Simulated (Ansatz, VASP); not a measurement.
Ba in VASP and in Ansatz

```
CELL_PARAMETERS angstrom
-2.44532 2.44532 2.44532
2.44532 -2.44532 2.44532
2.44532 2.44532 -2.44532
ATOMIC_POSITIONS crystal
Ba 0.00000 0.00000 0.00000
```

Alike in both runs: functional PBEsol; k mesh 12 × 12 × 12; occupations fermi-dirac, width 0.15 eV; no spin polarisation.

Ansatz relaxed the structure, and its values are those at the end. VASP's run is a single point on that final structure, the one shown.

|  | VASP | Ansatz |
| --- | --- | --- |
| version | VASP 6.6.1 | Ansatz 0.2.0 |
| potentials or method | VASP PAW PBE potentials, release 64 (Ba_sv), cutoff 520 eV | scalar-relativistic, plane waves, PAW |
| valence electrons in the cell | 10 | 10 |

```csv
,VASP,Ansatz,Ansatz less VASP
gap on the k mesh at the Fermi level (eV),none,none,-
pressure (GPa),0.1,0.0,-0.08
```

VASP's potentials were made for PBE, not for PBEsol, and Ansatz warns of the same on its side. A gap of «none» marks a metal or a gap that the smearing closes.

Neither program's run includes spin-orbit coupling.
